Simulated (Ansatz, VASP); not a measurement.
# One calculation of Ru, two programs

```
Ru
1.0
     2.70595    0.00000    0.00000
    -1.35297    2.34342    0.00000
     0.00000    0.00000    4.25791
Ru
2
Cartesian
  0.0000 1.5623 1.0645
  1.3530 0.7811 3.1934
```

Alike in both runs: task single point; functional r2SCAN; k mesh 8 × 8 × 5; occupations fermi-dirac, width 0.1 eV; no spin polarisation.

|  | VASP | Ansatz |
| --- | --- | --- |
| version | VASP 6.6.1 | Ansatz 0.2.0 |
| potentials or method | VASP PAW PBE potentials, release 64 (Ru_pv), cutoff 520 eV | plane waves (500 eV) with PAW, scalar-relativistic |
| valence electrons in the cell | 28 | 32 |

Ansatz gave:

| Item | Value |
| --- | --- |
| pressure (GPa) | -0.5 |
| traceless stress, the component that is largest in VASP (GPa) | 1.23 |

**Question.** Estimate VASP's values.

**Answer.** Pressure (GPa): 1.1; traceless stress, the component that is largest in VASP (GPa): 1.35.

VASP's potentials were made for PBE, not for r2SCAN. VASP's potentials hold 28 valence electrons a cell and Ansatz's 32, so a difference there can come from the potentials and not from the codes.
